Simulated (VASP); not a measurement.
# AlNi (P-1) in VASP: single point with r2SCAN

Aim: the single point of AlNi with r2SCAN.

All numbers are computed with VASP 6.6.1; they aren't measurements. Logs are shortened: lines on timing, memory, paths and dates and some standing lists are left out, and cuts for length are marked.

## 1. The cell of the first run

The typed cell holds 4 atoms: a = 2.860 Å, b = 4.052 Å, c = 4.052 Å, α = 90.20°, β = 90.00°, γ = 90.00°.

## 2. Single point, r2SCAN

File POSCAR:

```
AlNi
1.0
   -2.0223875562      2.0221673115      0.0000000000
    2.0223875562      2.0221673115      2.8700173316
    2.0223875562      2.0221673115     -2.8700173316
Al Ni
2 2
Direct
    1.0017239075      0.0058962585      0.0555043068
    0.9982760925      0.4941037415      0.4444956932
    0.4462883684      0.4977551110      1.0266359260
    0.5537116316      0.0022448890      0.4733640740
```

File INCAR.step1:

```
SYSTEM = AlNi
PREC     = Accurate       ! precision mode
ENCUT    = 520            ! plane-wave cutoff, eV
ISMEAR   = 0              ! smearing method
SIGMA    = 0.15           ! smearing width, eV
LREAL    = .FALSE.        ! projectors in reciprocal space
LASPH    = .TRUE.         ! aspherical terms in the spheres
NELM     = 60             ! most SCF steps
NBANDS   = 21             ! bands
GGA      = PE             ! functional
ALGO     = Normal         ! electronic algorithm
EDIFF    = 1E-4           ! SCF threshold, eV
LWAVE    = .TRUE.         ! write WAVECAR
LCHARG   = .FALSE.        ! write CHGCAR
```

File INCAR.step2:

```
SYSTEM = AlNi
PREC     = Accurate       ! precision mode
ENCUT    = 520            ! plane-wave cutoff, eV
EDIFF    = 1E-6           ! SCF threshold, eV
ISMEAR   = 0              ! smearing method
SIGMA    = 0.15           ! smearing width, eV
LREAL    = .FALSE.        ! projectors in reciprocal space
LASPH    = .TRUE.         ! aspherical terms in the spheres
NELM     = 60             ! most SCF steps
ALGO     = Normal         ! electronic algorithm
ISIF     = 2              ! what is computed and relaxed
LWAVE    = .FALSE.        ! write WAVECAR
LCHARG   = .FALSE.        ! write CHGCAR
METAGGA  = R2SCAN         ! meta-GGA
LMIXTAU  = .TRUE.       
NBANDS   = 21             ! bands
ISTART   = 1
```

File KPOINTS:

```
regular mesh
0
G
  12 8 8
  0 0 0
```

Potentials or basis: VASP PAW PBE potentials, release 64 (Al, Ni).

Run with:

```
$ cat potpaw_PBE.64/Al/POTCAR potpaw_PBE.64/Ni/POTCAR > POTCAR
$ cp INCAR.step1 INCAR
$ mpirun -np 1 vasp_std > vasp.out
$ cp INCAR.step2 INCAR
$ mpirun -np 1 vasp_std > vasp.out
```

OUTCAR:

```text
SYSTEM = AlNi
   PREC = Accurate
   ENCUT = 520
   EDIFF = 1E-6
   ISMEAR = 0
   LREAL = .FALSE.
   LASPH = .TRUE.
   NELM = 60
   ISIF = 2
   METAGGA = R2SCAN
   ISTART = 1

 ion  position               nearest neighbor table
   1  0.002  0.006  0.056-   4 2.12   4 2.31   3 2.37   3 2.42   2 2.52   3 2.55   3 2.60   2 2.61
                             4 2.68   4 2.84   2 3.17   2 3.22
   2  0.998  0.494  0.444-   3 2.12   3 2.31   4 2.37   4 2.42   1 2.52   4 2.55   4 2.60   1 2.61
                             3 2.68   3 2.84   1 3.17   1 3.22
   3  0.446  0.498  0.027-   2 2.12   2 2.31   1 2.37   1 2.42   1 2.55   1 2.60   2 2.68   4 2.73
                             4 2.74   2 2.84   4 3.02   4 3.05
   4  0.554  0.002  0.473-   1 2.12   1 2.31   2 2.37   2 2.42   2 2.55   2 2.60   1 2.68   3 2.73
                             3 2.74   1 2.84   3 3.02   3 3.05

  LATTYP: Found a base centered monoclinic cell.
 ALAT       =     5.7198643561
 B/A-ratio  =     1.0035263611
 C/A-ratio  =     0.5000000000
 COS(beta)  =    -0.0001089092

  Lattice vectors:

 A1 = (   2.0223875562,   2.0221673115,   2.8700173316)
 A2 = (   2.0223875562,   2.0221673115,  -2.8700173316)
 A3 = (  -2.0223875562,   2.0221673115,   0.0000000000)

Analysis of symmetry for initial positions (statically):
=====================================================================
 Subroutine PRICEL returns:
 Original cell was already a primitive cell.

 Routine SETGRP: Setting up the symmetry group for a
 base centered monoclinic supercell.

 Subroutine GETGRP returns: Found  2 space group operations
 (whereof  1 operations were pure point group operations)
 out of a pool of  4 trial point group operations.

The static configuration has the point symmetry C_1 .
 The point group associated with its full space group is S_2 .

Analysis of symmetry for dynamics (positions and initial velocities):
=====================================================================
 Subroutine PRICEL returns:
 Original cell was already a primitive cell.

 Routine SETGRP: Setting up the symmetry group for a
 base centered monoclinic supercell.

 Subroutine GETGRP returns: Found  2 space group operations
 (whereof  1 operations were pure point group operations)
 out of a pool of  4 trial point group operations.

The dynamic configuration has the point symmetry C_1 .
 The point group associated with its full space group is S_2 .

 Subroutine INISYM returns: Found  2 space group operations
 (whereof  1 operations are pure point group operations),
 and found     1 'primitive' translations

----------------------------------------------------------------------------------------

                                     Primitive cell

  volume of cell :      46.9490

  direct lattice vectors                    reciprocal lattice vectors
    -2.022387556  2.022167312  0.000000000    -0.247232534  0.247259461  0.000000000
     2.022387556  2.022167312  2.870017332     0.123616267  0.123629731  0.174214976
     2.022387556  2.022167312 -2.870017332     0.123616267  0.123629731 -0.174214976

  length of vectors
     2.859932178  4.051692430  4.051692430     0.349658644  0.246811972  0.246811972

  position of ions in fractional coordinates (direct lattice)
     0.001723908  0.005896259  0.055504307
     0.998276092  0.494103741  0.444495693
     0.446288368  0.497755111  0.026635926
     0.553711632  0.002244889  0.473364074

  ion indices of the primitive-cell ions
   primitive index   ion index
                 1           1
                 2           2
                 3           3
                 4           4

----------------------------------------------------------------------------------------

 KPOINTS: regular mesh

Automatic generation of k-mesh.
 Grid dimensions read from file:
 generate k-points for:   12    8    8

 Generating k-lattice:

  Cartesian coordinates                     Fractional coordinates (reciprocal lattice)
    -0.020602711  0.020604955  0.000000000     0.083333333  0.000000000  0.000000000
     0.015452033  0.015453716  0.021776872     0.000000000  0.125000000  0.000000000
     0.015452033  0.015453716 -0.021776872     0.000000000  0.000000000  0.125000000

  Length of vectors
     0.029138220  0.030851497  0.030851497

  Shift w.r.t. Gamma in fractional coordinates (k-lattice)
     0.000000000  0.000000000  0.000000000

 Subroutine IBZKPT returns following result:
 ===========================================

 Found    388 irreducible k-points:

 Following reciprocal coordinates:
            Coordinates               Weight
  0.000000  0.000000  0.000000      1.000000
  0.083333  0.000000  0.000000      2.000000
  0.166667  0.000000  0.000000      2.000000
  0.250000  0.000000  0.000000      2.000000
  0.333333  0.000000  0.000000      2.000000
  0.416667  0.000000  0.000000      2.000000
[... 16 lines left out ...]
  0.416667  0.000000 -0.125000      2.000000
 -0.333333  0.125000 -0.000000      2.000000
 [... further k-points ...]
   k-points           NKPTS =    388   k-points in BZ     NKDIM =    388   number of bands    NBANDS=     21
   number of dos      NEDOS =    301   number of ions     NIONS =      4
   total plane-waves  NPLWV =  21600
   dimension x,y,z NGX =    24 NGY =   30 NGZ =   30
   dimension x,y,z NGXF=    48 NGYF=   60 NGZF=   60
   ions per type =               2   2
   NGX,Y,Z   is equivalent  to a cutoff of  13.95, 12.31, 12.31 a.u.
   NGXF,Y,Z  is equivalent  to a cutoff of  27.90, 24.62, 24.62 a.u.
 SYSTEM =  AlNi
   PREC   = accura    normal or accurate (medium, high low for compatibility)
   ISTART =      1    job   : 0-new  1-cont  2-samecut
   ICHARG =      0    charge: 1-file 2-atom 10-const
   ISPIN  =      1    spin polarized calculation?
   LNONCOLLINEAR =      F non collinear calculations
   LSORBIT =      F    spin-orbit coupling
   LASPH  =      T    aspherical Exc in radial PAW
   ENCUT  =  520.0 eV  38.22 Ry    6.18 a.u.   5.32  7.53  7.53*2*pi/ulx,y,z
   NELM   =     60;   NELMIN=  2; NELMDL=  0     # of ELM steps
   EDIFF  = 0.1E-05   stopping-criterion for ELM
   LREAL  =      F    real-space projection
[... 7 lines left out ...]
   TEBEG  =    0.0;   TEEND  =   0.0 temperature during run
   PSTRESS=    0.0 pullay stress
   NELECT =      26.0000    total number of electrons
   NUPDOWN=      -1.0000    fix difference up-down
   EMIN   =  10.00;   EMAX   =-10.00  energy-range for DOS
   EFERMI =   0.00;   METHOD = LEGACY
   ISMEAR =     0;   SIGMA  =   0.15  broadening in eV -4-tet -1-fermi 0-gaus
   EFERMI_NEDOS =   21; number of points for ismear=-14 and -15
   IALGO  =     38    algorithm
   IMIX   =      4    mixing-type and parameters
     AMIX     =   0.40;   BMIX     =  1.00
     AMIX_MAG =   1.60;   BMIX_MAG =  1.00
  volume/ion in A,a.u.               =      11.74        79.21
  Fermi-wavevector in a.u.,A,eV,Ry     =   1.344386  2.540521 24.590809  1.807373
  Thomas-Fermi vector in A             =   2.472384
   LORBIT       =      0    0 simple, 1 ext, 2 COOP (PROOUT), +10 PAW based schemes
   METAGGA = R2SCAN    functional components
   LHFCALC =     F    Hartree Fock is set to
   AEXX    =    0.0000 exact exchange contribution
   IVDW    =     0    specifies the selected vdW correction
   LEPSILON=     F    determine dielectric tensor
   LRPA    =     F    only Hartree local field effects (RPA)
 non-spin polarized calculation
 Gauss-broadening in eV      SIGMA  =   0.15
  energy-cutoff  :      520.00
  volume of cell :       46.95
 maximum number of plane-waves:      1284
 NGX is ok and might be reduce to    24
   NGX = 11   NGY = 15   NGZ = 15

 number of electron      25.9999999 magnetization

 Free energy of the ion-electron system (eV)
  ---------------------------------------------------
  ext. energy  EPLUGINS =         0.00000000
  ---------------------------------------------------
  free energy    TOTEN  =       -38.83450839 eV

  energy without entropy =      -38.82062405  energy(sigma->0) =      -38.82756622

 E-fermi :  10.0899     XC(G=0): -13.0412

 val. band max:       10.0876551001   @ k =  -0.3333   0.5000   0.2500
 cond. band min:      10.0934206128   @ k =   0.1667   0.3750   0.1250
 fundamental gap:      0.0057655127
 Fermi energy:        10.0899142627

 k-point     1 :       0.0000    0.0000    0.0000
  band No.  band energies     occupation
      1      -1.8348      2.00000
      2       4.4864      2.00000
      3       5.8800      2.00000
      4       6.1764      2.00000
      5       6.3932      2.00000
      6       7.3277      2.00000
[... 13 lines left out ...]
     20      18.7700      0.00000
     21      23.9025      0.00000

 k-point     2 :       0.0833    0.0000    0.0000
  band No.  band energies     occupation
      1      -1.6989      2.00000
      2       4.5544      2.00000
      3       5.8657      2.00000
      4       6.2362      2.00000
      5       6.4028      2.00000
      6       7.0450      2.00000
[... 13 lines left out ...]
     20      19.6664      0.00000
     21      22.8182      0.00000

 k-point     3 :       0.1667    0.0000    0.0000
  band No.  band energies     occupation
      1      -1.2943      2.00000
      2       4.7468      2.00000
      3       5.8059      2.00000
      4       6.0777      2.00000
      5       6.6449      2.00000
      6       6.8721      2.00000
[... 13 lines left out ...]
     20      20.8158      0.00000
     21      21.0372      0.00000

 k-point     4 :       0.2500    0.0000    0.0000
  band No.  band energies     occupation
      1      -0.6309      2.00000
      2       5.0273      2.00000
      3       5.6525      2.00000
      4       5.7457      2.00000
      5       6.5320      2.00000
      6       6.8995      2.00000
[... 13 lines left out ...]
     20      19.1170      0.00000
     21      19.5297      0.00000

 k-point     5 :       0.3333    0.0000    0.0000
  band No.  band energies     occupation
      1       0.2728      2.00000
      2       5.0331      2.00000
      3       5.3342      2.00000
      4       5.5893      2.00000
      5       6.2351      2.00000
      6       6.9315      2.00000
[... 13 lines left out ...]
     20      18.7258      0.00000
     21      19.2625      0.00000
[... 382 lines left out ...]
     20      18.5875      0.00000
     21      18.6927      0.00000

 k-point    22 :      -0.4167    0.1250   -0.0000
  band No.  band energies     occupation
      1       1.5123      2.00000
      2       4.0649      2.00000
      3       5.2451      2.00000
      4       5.7155      2.00000
      5       6.0593      2.00000
      6       7.0103      2.00000
[... 13 lines left out ...]
     20      18.4981      0.00000
     21      19.1271      0.00000

 k-point    23 :       0.4167    0.0000   -0.1250
  band No.  band energies     occupation
      1       1.5069      2.00000
      2       4.0287      2.00000
      3       5.5268      2.00000
      4       5.5539      2.00000
      5       5.9960      2.00000
      6       6.9649      2.00000
[... 13 lines left out ...]
     20      18.2077      0.00000
     21      19.2448      0.00000

 k-point    24 :      -0.3333    0.1250   -0.0000
  band No.  band energies     occupation
      1       0.4120      2.00000
      2       5.0108      2.00000
      3       5.1223      2.00000
      4       5.7389      2.00000
      5       6.2769      2.00000
      6       6.9532      2.00000
[... 13 lines left out ...]
     20      18.1775      0.00000
     21      18.5651      0.00000

 [... further k-points ...]

------------------------ aborting loop because EDIFF is reached ----------------------------------------

  FORCE on cell =-STRESS in cart. coord.  units (eV):
  Direction    XX          YY          ZZ          XY          YZ          ZX
  --------------------------------------------------------------------------------------
  -------------------------------------------------------------------------------------
  Total        5.9354327      2.1604130      3.7623942      0.1959050      0.5135127     -2.7025951
  in kB      202.5522118     73.7261225    128.3952324      6.6854403     17.5241039    -92.2285941
  external PRESSURE =     134.8911889 kB  Pullay stress =       0.0000000 kB

 VOLUME and BASIS-vectors are now :
 -----------------------------------------------------------------------------
  energy-cutoff  :      520.00
  volume of cell :       46.95
      direct lattice vectors                 reciprocal lattice vectors
    -2.022387556  2.022167312  0.000000000    -0.247232534  0.247259461  0.000000000
     2.022387556  2.022167312  2.870017332     0.123616267  0.123629731  0.174214976
     2.022387556  2.022167312 -2.870017332     0.123616267  0.123629731 -0.174214976

 POSITION                                       TOTAL-FORCE (eV/Angst)
 -----------------------------------------------------------------------------------
      0.12069      0.12765     -0.14238        -2.467976     -1.857345      2.394366
     -0.12069      3.91669      0.14238         2.467976      1.857345     -2.394366
      0.15795      1.96288      1.35212        -2.516533     -0.040726      2.151436
     -0.15795      2.08146     -1.35212         2.516533      0.040726     -2.151436
 -----------------------------------------------------------------------------------
    total drift:                               -0.000000      0.000000      0.000000

  FREE ENERGIE OF THE ION-ELECTRON SYSTEM (eV)
  ---------------------------------------------------
  free  energy   TOTEN  =       -38.8345083948 eV

  energy  without entropy=      -38.8206240533  energy(sigma->0) =      -38.82756622
```

Run time: 6.2 min. Hardware: 1 thread of Intel Xeon 6975P-C (Granite Rapids), shared host; peak memory 0.42 GiB.

What came out:

* Free energy: -38.8345 eV
* Pressure: 13.5 GPa
* Largest force: 3.908 eV/Å
* Band gap on the k mesh: zero (bands 13 and 14 overlap by 3.29 eV)

Forces in eV/Å, atoms in the order of the input:
```
Al  -2.468 -1.857  2.394
Al   2.468  1.857 -2.394
Ni  -2.517 -0.041  2.151
Ni   2.517  0.041 -2.151
```

Caveat: the stress differs along the axes, from 7 to 20 GPa; the PAW data sets were made with another functional, which shifts forces and pressure a little. Spin polarisation is off, so any magnetic state and its effect on volume and gap are missing.
